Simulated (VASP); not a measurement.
# Au (Fm-3m) in VASP: notebook

Au is run at these levels: r2SCAN; tasks: single point, relaxation of cell and atoms.

All numbers are computed with VASP 6.6.1; they aren't measurements. Logs are shortened: lines on timing, memory, paths and dates and some standing lists are left out, and cuts for length are marked.

## Step 1: The cell of the first run

Symmetry: Fm-3m, No. 225, cubic system. The conventional cell has a = 4.097 Å, b = 4.097 Å, c = 4.097 Å, α = 90.00°, β = 90.00°, γ = 90.00°. Au (site symmetry m-3m) has 12 Au at 2.90 Å within 3.8 Å.

## Step 2: Single point, r2SCAN (volume scaled by 1.02)

The input, POSCAR:

```
Au
1.0
    0.0000000000      2.0484772140      2.0484772140
    2.0484772140      0.0000000000      2.0484772140
    2.0484772140      2.0484772140      0.0000000000
Au
1
Direct
    0.0000000000      0.0000000000      0.0000000000
```

The input, INCAR.step1:

```
ALGO = Normal
EDIFF = 1E-5
ENCUT = 550
GGA = PE
GGA_COMPAT = F
ISMEAR = -1
LASPH = T
LCHARG = F
LREAL = F
LWAVE = T
NBANDS = 12
NELM = 120
PREC = Accurate
SIGMA = 0.05
```

The input, INCAR.step2:

```
ALGO = Normal
EDIFF = 1E-6
ENCUT = 550
GGA_COMPAT = F
ISIF = 2
ISMEAR = -1
ISTART = 1
LASPH = T
LCHARG = F
LMIXTAU = T
LREAL = F
LWAVE = F
METAGGA = R2SCAN
NBANDS = 12
NELM = 120
PREC = Accurate
SIGMA = 0.05
```

The input, KPOINTS:

```
k-points
0
Gamma
  11 11 11
```

Potentials or basis: VASP PAW PBE potentials, release 64 (Au).

The run is started by

```console
cat potpaw_PBE.64/Au/POTCAR > POTCAR
cp INCAR.step1 INCAR
mpirun -np 1 vasp_std > vasp.out
cp INCAR.step2 INCAR
mpirun -np 1 vasp_std > vasp.out
```

OUTCAR:

```text
EDIFF = 1E-6
   ENCUT = 550
   ISIF = 2
   ISMEAR = -1
   ISTART = 1
   LASPH = T
   LREAL = F
   METAGGA = R2SCAN
   NELM = 120
   PREC = Accurate

 ion  position               nearest neighbor table
   1  0.000  0.000  0.000-

  LATTYP: Found a face centered cubic cell.
 ALAT       =     4.0969544280

  Lattice vectors:

 A1 = (   0.0000000000,   2.0484772140,   2.0484772140)
 A2 = (   2.0484772140,   0.0000000000,   2.0484772140)
 A3 = (   2.0484772140,   2.0484772140,   0.0000000000)

Analysis of symmetry for initial positions (statically):
=====================================================================
 Subroutine PRICEL returns:
 Original cell was already a primitive cell.

 Routine SETGRP: Setting up the symmetry group for a
 face centered cubic supercell.

 Subroutine GETGRP returns: Found 48 space group operations
[... 9 lines left out ...]

 Routine SETGRP: Setting up the symmetry group for a
 face centered cubic supercell.

 Subroutine GETGRP returns: Found 48 space group operations
[... 11 lines left out ...]
                                     Primitive cell

  volume of cell :      17.1919

  direct lattice vectors                    reciprocal lattice vectors
     0.000000000  2.048477214  2.048477214    -0.244083750  0.244083750  0.244083750
     2.048477214  0.000000000  2.048477214     0.244083750 -0.244083750  0.244083750
     2.048477214  2.048477214  0.000000000     0.244083750  0.244083750 -0.244083750

  length of vectors
     2.896984258  2.896984258  2.896984258     0.422765456  0.422765456  0.422765456

  position of ions in fractional coordinates (direct lattice)
     0.000000000  0.000000000  0.000000000

  ion indices of the primitive-cell ions
   primitive index   ion index
                 1           1

----------------------------------------------------------------------------------------

 KPOINTS: k-points

Automatic generation of k-mesh.
 Grid dimensions read from file:
 generate k-points for:   11   11   11

 Generating k-lattice:

  Cartesian coordinates                     Fractional coordinates (reciprocal lattice)
    -0.022189432  0.022189432  0.022189432     0.090909091  0.000000000  0.000000000
     0.022189432 -0.022189432  0.022189432     0.000000000  0.090909091  0.000000000
     0.022189432  0.022189432 -0.022189432     0.000000000  0.000000000  0.090909091

  Length of vectors
     0.038433223  0.038433223  0.038433223

  Shift w.r.t. Gamma in fractional coordinates (k-lattice)
     0.000000000  0.000000000  0.000000000

 Subroutine IBZKPT returns following result:
 ===========================================

 Found     56 irreducible k-points:

 Following reciprocal coordinates:
            Coordinates               Weight
  0.000000  0.000000  0.000000      1.000000
  0.090909  0.000000  0.000000      8.000000
  0.181818  0.000000  0.000000      8.000000
  0.272727  0.000000  0.000000      8.000000
  0.363636  0.000000  0.000000      8.000000
  0.454545  0.000000  0.000000      8.000000
[... 16 lines left out ...]
 -0.272727  0.181818  0.000000     24.000000
 -0.181818  0.181818  0.000000     12.000000
 [... further k-points ...]
   k-points           NKPTS =     56   k-points in BZ     NKDIM =     56   number of bands    NBANDS=     12
   number of dos      NEDOS =    301   number of ions     NIONS =      1
   total plane-waves  NPLWV =  13824
   dimension x,y,z NGX =    24 NGY =   24 NGZ =   24
   dimension x,y,z NGXF=    48 NGYF=   48 NGZF=   48
   ions per type =               1
   NGX,Y,Z   is equivalent  to a cutoff of  13.77, 13.77, 13.77 a.u.
   NGXF,Y,Z  is equivalent  to a cutoff of  27.55, 27.55, 27.55 a.u.
 SYSTEM =  unknown system
   PREC   = accura    normal or accurate (medium, high low for compatibility)
   ISTART =      1    job   : 0-new  1-cont  2-samecut
   ICHARG =      0    charge: 1-file 2-atom 10-const
   ISPIN  =      1    spin polarized calculation?
   LNONCOLLINEAR =      F non collinear calculations
   LSORBIT =      F    spin-orbit coupling
   LASPH  =      T    aspherical Exc in radial PAW
   ENCUT  =  550.0 eV  40.42 Ry    6.36 a.u.   5.54  5.54  5.54*2*pi/ulx,y,z
   NELM   =    120;   NELMIN=  2; NELMDL=  0     # of ELM steps
   EDIFF  = 0.1E-05   stopping-criterion for ELM
   LREAL  =      F    real-space projection
   EDIFFG = 0.1E-04   stopping-criterion for IOM
   NSW    =      0    number of steps for IOM
   IBRION =     -1    ionic relax: 0-MD 1-quasi-New 2-CG
   NFREE  =      0    steps in history (QN), initial steepest desc. (CG)
   ISIF   =      2    stress and relaxation
   ISYM   =      2    0-nonsym 1-usesym 2-fastsym
   POTIM  = 0.5000    time-step for ionic-motion
   TEBEG  =    0.0;   TEEND  =   0.0 temperature during run
   PSTRESS=    0.0 pullay stress
   NELECT =      11.0000    total number of electrons
   NUPDOWN=      -1.0000    fix difference up-down
   EMIN   =  10.00;   EMAX   =-10.00  energy-range for DOS
[... 5 lines left out ...]
     AMIX     =   0.40;   BMIX     =  1.00
     AMIX_MAG =   1.60;   BMIX_MAG =  1.00
  volume/ion in A,a.u.               =      17.19       116.02
  Fermi-wavevector in a.u.,A,eV,Ry     =   1.410689  2.665816 27.076182  1.990043
  Thomas-Fermi vector in A             =   2.532617
   LORBIT       =      0    0 simple, 1 ext, 2 COOP (PROOUT), +10 PAW based schemes
   METAGGA = R2SCAN    functional components
   LHFCALC =     F    Hartree Fock is set to
   AEXX    =    0.0000 exact exchange contribution
   IVDW    =     0    specifies the selected vdW correction
   LEPSILON=     F    determine dielectric tensor
   LRPA    =     F    only Hartree local field effects (RPA)
 non-spin polarized calculation
  energy-cutoff  :      550.00
  volume of cell :       17.19
 maximum number of plane-waves:       531
 NGX is ok and might be reduce to    24
   NGX = 11   NGY = 11   NGZ = 11

 number of electron      11.0000000 magnetization

 Free energy of the ion-electron system (eV)
  ---------------------------------------------------
  ext. energy  EPLUGINS =         0.00000000
  ---------------------------------------------------
  free energy    TOTEN  =       -50.60067753 eV

  energy without entropy =      -50.60004927  energy(sigma->0) =      -50.60036340

 E-fermi :   9.2979     XC(G=0): -13.5672

 val. band max:        9.1071314215   @ k =   0.4545   0.3636   0.0000
 cond. band min:       9.4506796473   @ k =  -0.4545   0.0909   0.0000
 fundamental gap:      0.3435482259
 Fermi energy:         9.2978943802

 k-point     1 :       0.0000    0.0000    0.0000
  band No.  band energies     occupation
      1      -0.8174      2.00000
      2       4.2804      2.00000
      3       4.2804      2.00000
      4       4.2804      2.00000
      5       5.7889      2.00000
      6       5.7889      2.00000
      7      24.5068      0.00000
      8      28.5558      0.00000
      9      28.5558      0.00000
     10      28.5558      0.00000
     11      33.8111      0.00000
     12      38.1644      0.00000

 k-point     2 :       0.0909    0.0000    0.0000
  band No.  band energies     occupation
      1      -0.5232      2.00000
      2       4.1927      2.00000
      3       4.3772      2.00000
      4       4.3772      2.00000
      5       5.7499      2.00000
      6       5.7499      2.00000
      7      24.8121      0.00000
      8      26.8934      0.00000
      9      28.8866      0.00000
     10      28.8866      0.00000
     11      34.4268      0.00000
     12      36.5662      0.00000

 k-point     3 :       0.1818    0.0000    0.0000
  band No.  band energies     occupation
      1       0.2799      2.00000
      2       4.0596      2.00000
      3       4.5499      2.00000
      4       4.5499      2.00000
      5       5.7592      2.00000
      6       5.7592      2.00000
      7      23.5083      0.00000
      8      25.6856      0.00000
      9      29.6656      0.00000
     10      29.6656      0.00000
     11      32.2296      0.00000
     12      34.3407      0.00000

 k-point     4 :       0.2727    0.0000    0.0000
  band No.  band energies     occupation
      1       1.2128      2.00000
      2       4.3588      2.00000
      3       4.5326      2.00000
      4       4.5326      2.00000
      5       6.0803      2.00000
      6       6.0803      2.00000
      7      19.9032      0.00000
      8      25.4474      0.00000
      9      29.6903      0.00000
     10      29.6903      0.00000
     11      32.1514      0.00000
     12      33.1402      0.00000

 k-point     5 :       0.3636    0.0000    0.0000
  band No.  band energies     occupation
      1       1.6286      2.00000
      2       4.3712      2.00000
      3       4.3712      2.00000
      4       5.7765      2.00000
      5       6.5967      2.00000
      6       6.5967      2.00000
      7      16.1613      0.00000
      8      24.6124      0.00000
      9      28.2435      0.00000
     10      28.2435      0.00000
     11      33.9839      0.00000
     12      33.9843      0.00000
[... 228 lines left out ...]
      1       2.3857      2.00000
      2       3.8207      2.00000
      3       4.8688      2.00000
      4       5.0905      2.00000
      5       6.9699      2.00000
      6      11.1485      0.00000
      7      12.3909      0.00000
      8      22.4543      0.00000
      9      25.2082      0.00000
     10      25.7823      0.00000
     11      35.4940      0.00000
     12      35.5694      0.00000

 k-point    22 :      -0.3636    0.1818    0.0000
  band No.  band energies     occupation
      1       2.4778      2.00000
      2       3.9001      2.00000
      3       4.8474      2.00000
      4       4.9590      2.00000
      5       6.4868      2.00000
      6       9.6668      0.00125
      7      14.5731      0.00000
      8      21.8083      0.00000
      9      25.8112      0.00000
     10      26.8495      0.00000
     11      33.7135      0.00000
     12      35.5549      0.00000

 k-point    23 :      -0.2727    0.1818    0.0000
  band No.  band energies     occupation
      1       2.4748      2.00000
      2       3.9269      2.00000
      3       4.3336      2.00000
      4       4.9579      2.00000
      5       5.8122      2.00000
      6       8.1428      2.00000
      7      17.9875      0.00000
      8      21.9099      0.00000
      9      26.4624      0.00000
     10      29.2355      0.00000
     11      31.3228      0.00000
     12      35.5851      0.00000

 k-point    24 :      -0.1818    0.1818    0.0000
  band No.  band energies     occupation
      1       1.8019      2.00000
      2       3.6805      2.00000
      3       4.4970      2.00000
      4       5.1661      2.00000
      5       5.1885      2.00000
      6       7.0483      2.00000
      7      21.0736      0.00000
      8      23.0041      0.00000
      9      27.7372      0.00000
     10      29.2884      0.00000
     11      31.8113      0.00000
     12      34.6007      0.00000

 [... further k-points ...]

------------------------ aborting loop because EDIFF is reached ----------------------------------------

  FORCE on cell =-STRESS in cart. coord.  units (eV):
  Direction    XX          YY          ZZ          XY          YZ          ZX
  --------------------------------------------------------------------------------------
  -------------------------------------------------------------------------------------
  Total        0.3765360      0.3765360      0.3765360     -0.0000000     -0.0000000      0.0000000
  in kB       35.0908364     35.0908364     35.0908364     -0.0000000     -0.0000000      0.0000000
  external PRESSURE =      35.0908364 kB  Pullay stress =       0.0000000 kB

 VOLUME and BASIS-vectors are now :
 -----------------------------------------------------------------------------
  energy-cutoff  :      550.00
  volume of cell :       17.19
      direct lattice vectors                 reciprocal lattice vectors
     0.000000000  2.048477214  2.048477214    -0.244083750  0.244083750  0.244083750
     2.048477214  0.000000000  2.048477214     0.244083750 -0.244083750  0.244083750
     2.048477214  2.048477214  0.000000000     0.244083750  0.244083750 -0.244083750

 POSITION                                       TOTAL-FORCE (eV/Angst)
 -----------------------------------------------------------------------------------
      0.00000      0.00000      0.00000         0.000000      0.000000     -0.000000
 -----------------------------------------------------------------------------------
    total drift:                                0.000000      0.000000     -0.000000

  FREE ENERGIE OF THE ION-ELECTRON SYSTEM (eV)
  ---------------------------------------------------
  free  energy   TOTEN  =       -50.6006775276 eV

  energy  without entropy=      -50.6000492654  energy(sigma->0) =      -50.60036340
```

Wall time 20 s (1 thread of Intel Xeon 6975P-C (Granite Rapids), shared host); peak memory 0.15 GiB.

What came out:

| Item | Value |
| --- | --- |
| Free energy | -50.6007 eV |
| Pressure | 3.5 GPa |

Caveat: the cell differs from its parent crystal (volume scaled by 1.02); the PAW data sets were made with another functional, which shifts forces and pressure a little; spin-orbit coupling is left out, which moves the levels of the heavy elements.

## Step 3: Single point, r2SCAN

This run uses another cell than the first one, of 17.53 Å³/atom, 1.019 times its volume.

The input, POSCAR:

```
Au
1.0
    0.0000000000      2.0617038512      2.0617038512
    2.0617038512      0.0000000000      2.0617038512
    2.0617038512      2.0617038512      0.0000000000
Au
1
Direct
    0.0000000000      0.0000000000      0.0000000000
```

The input, INCAR.step1:

```
PREC = Accurate ; ENCUT = 550
ISMEAR = -1 ; SIGMA = 0.05
LREAL = False ; LASPH = True
NELM = 120 ; NBANDS = 12
GGA = PE ; ALGO = Normal
EDIFF = 1E-5 ; LWAVE = True
LCHARG = False ; GGA_COMPAT = False
```

The input, INCAR.step2:

```
PREC = Accurate ; ENCUT = 550
EDIFF = 1E-6 ; ISMEAR = -1
SIGMA = 0.05 ; LREAL = False
LASPH = True ; NELM = 120
ALGO = Normal ; ISIF = 2
LWAVE = False ; LCHARG = False
METAGGA = R2SCAN ; LMIXTAU = True
NBANDS = 12 ; ISTART = 1
GGA_COMPAT = False
```

The input, KPOINTS:

```
Automatic mesh
0
Gamma
  11 11 11
```

Potentials or basis: VASP PAW PBE potentials, release 64 (Au).

The run is started by

```console
cat potpaw_PBE.64/Au/POTCAR > POTCAR
cp INCAR.step1 INCAR
mpirun -np 1 vasp_std > vasp.out
cp INCAR.step2 INCAR
mpirun -np 1 vasp_std > vasp.out
```

Run time: 35 s. Hardware: 1 thread of Intel Xeon Platinum 8488C (Sapphire Rapids), shared host; peak memory 0.15 GiB.

It converged, with:

| Quantity | Value |
| --- | --- |
| Free energy | -50.6047 eV |
| Pressure | 0.3 GPa |

Levels at points of the mesh, in eV from the Fermi level:
| k point | band 4 | band 5 | band 6 | band 7 | band 8 | band 9 |
| --- | --- | --- | --- | --- | --- | --- |
| (0.00, 0.00, 0.00) | -4.94 | -3.48 | -3.48 | 15.21 | 19.14 | 19.14 |

Caveat: the PAW data sets were made with another functional, which shifts forces and pressure a little; spin-orbit coupling is left out, which moves the levels of the heavy elements.

## Step 4: Relaxation of cell and atoms, r2SCAN

This run uses another cell than the first one, of 16.85 Å³/atom, 0.980 times its volume.

The input, POSCAR:

```
Au
1.0
    0.0000000000      2.0350000000      2.0350000000
    2.0350000000      0.0000000000      2.0350000000
    2.0350000000      2.0350000000      0.0000000000
Au
1
Direct
    0.0000000000      0.0000000000      0.0000000000
```

The input, INCAR.step1:

```
PREC = Accurate
ENCUT = 550
ISMEAR = -1
SIGMA = 0.05
LREAL = False
LASPH = True
NELM = 120
GGA = PE
ALGO = Normal
EDIFF = 1E-5
LWAVE = True
LCHARG = False
GGA_COMPAT = False
IBRION = 2
ISIF = 3
EDIFFG = -0.005
NELMIN = 4
NSW = 100
```

The input, INCAR.step2:

```
PREC = Accurate
ENCUT = 550
EDIFF = 1E-7
ISMEAR = -1
SIGMA = 0.05
LREAL = False
LASPH = True
NELM = 120
ALGO = Normal
ISIF = 3
LWAVE = False
LCHARG = False
METAGGA = R2SCAN
LMIXTAU = True
IBRION = 2
NSW = 80
EDIFFG = -0.005
ISTART = 1
GGA_COMPAT = False
NELMIN = 4
```

KPOINTS is that of step 3.

The run is started by

```console
cat potpaw_PBE.64/Au/POTCAR > POTCAR
cp INCAR.step1 INCAR
mpirun -np 1 vasp_std > vasp.out
cp INCAR.step2 INCAR
mpirun -np 1 vasp_std > vasp.out
```

Run time: 2.4 min. Hardware: 1 thread of Intel Xeon Platinum 8488C (Sapphire Rapids), shared host; peak memory 0.16 GiB.

Results (log left out):

* Free energy: -50.6044 eV
* Relaxed volume: 17.55 Å³/atom
* Relaxed cell: a = 2.917 Å, b = 2.917 Å, c = 2.917 Å, α = 60.00°, β = 60.00°, γ = 60.00°
* Space group after relaxing (to 0.05 Å): Fm-3m (No. 225)
* Energy gained by relaxing: 15.0 meV/atom
* Ionic steps: 4
* Pressure after relaxing: 0.0 GPa

Step by step:
| step | energy change (eV) | largest force (eV/Å) | pressure (GPa) | volume (Å³) |
| --- | --- | --- | --- | --- |
| 1 | 0.0000 | 0.0000 | 7.21 | 16.85 |
| 2 | 0.0204 | 0.0000 | -8.59 | 18.77 |
| 3 | -0.0150 | 0.0000 | -0.11 | 17.57 |
| 4 | -0.0150 | 0.0000 | 0.02 | 17.55 |

Final structure:
```
Au
1.0
     0.00000    2.06279    2.06279
     2.06279    0.00000    2.06279
     2.06279    2.06279    0.00000
Au
1
Direct
  0.00000 0.00000 0.00000
```

Levels at points of the mesh, in eV from the Fermi level:
| k point | band 4 | band 5 | band 6 | band 7 | band 8 | band 9 |
| --- | --- | --- | --- | --- | --- | --- |
| (0.00, 0.00, 0.00) | -4.93 | -3.48 | -3.48 | 15.21 | 19.13 | 19.13 |

Caveat: the PAW data sets were made with another functional, which shifts forces and pressure a little; spin-orbit coupling is left out, which moves the levels of the heavy elements. Zero-point motion and thermal expansion aren't in these numbers.

## Step 5: Overview

| task | cell | gap on the mesh (eV) | pressure (GPa) |
| --- | --- | --- | --- |
| single point | a = 2.897 Å, angles 60.0°, 1 atom | none | 3.5 |
| single point | a = 2.916 Å, angles 60.0°, 1 atom | none | 0.3 |
| relaxation of cell and atoms | relaxed from a = 2.878 Å, angles 60.0°, 1 atom | none | 0.0 |

Alike in all rows: level r2SCAN; potentials or basis VASP PAW PBE potentials, release 64 (Au); no spin polarisation; k mesh 11 × 11 × 11; cutoff (eV) 550; smearing fermi-dirac 0.05 eV.

Caveats: the PAW data sets were made with another functional, which shifts forces and pressure a little; spin-orbit coupling is left out, which moves the levels of the heavy elements.

Absolute energies hang on the potentials; compare differences alone.
